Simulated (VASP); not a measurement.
Here is a VASP 6.6.1 calculation.

Contents of INCAR:

```
ALGO = Normal
EDIFF = 1E-6
EDIFFG = -0.04
ENCUT = 600
GGA = PE
IBRION = 2
ISIF = 3
ISMEAR = 0
IVDW = 12
LASPH = T
LCHARG = F
LREAL = F
LWAVE = F
NELM = 100
NSW = 90
PREC = Accurate
SIGMA = 0.1
```

The input KPOINTS:

```
k-points
0
Gamma
  6 6 2
```

Contents of POSCAR:

```
Al2H2Cl
1.0
    3.1858691100      0.0000000000      0.0000000000
   -1.5929345600      2.7590435800      0.0000000000
    0.0000000000      0.0000000000      7.5424824300
Al H Cl
2 2 1
Direct
    0.0000000000      0.0000000000      0.4795394300
    0.0000000000      0.0000000000      0.7299297700
    0.0000000000      0.0000000000      0.0000000000
    0.3333333300      0.6666666700      0.6138831000
    0.3333333300      0.6666666700      0.2964631300
```

Potentials or basis: VASP PAW PBE potentials, release 64 (Al, H, Cl).

The run is started by

```console
$ cat potpaw_PBE.64/Al/POTCAR potpaw_PBE.64/H/POTCAR potpaw_PBE.64/Cl/POTCAR > POTCAR
$ mpirun -np 1 vasp_std > vasp.out
```

Task: What does it give for the relaxed cell?

Result: a = 3.008 Å, b = 3.008 Å, c = 8.925 Å, α = 90.00°, β = 90.00°, γ = 120.00°.

Task: What does it give for the relaxed volume?

Result: 13.99 Å³/atom.

Task: Estimate the dispersion energy per atom.

Result: -0.177 eV.

Task: What does it give for the space group after relaxing (to 0.05 Å)?

Result: P3m1 (No. 156).

Forces on the atoms (eV/Å):
```
Al   0.000  0.000  0.011
Al   0.000  0.000 -0.005
H    0.000  0.000 -0.015
H    0.000  0.000 -0.005
Cl   0.000  0.000  0.013
```

Caveat: the k points lie up to 0.40 Å⁻¹ apart in the final cell; an odd number of electrons without spin polarisation forces a metal; a magnetic or distorted state may lie lower; pairwise dispersion overbinds metals, which lowers pressure and volume.
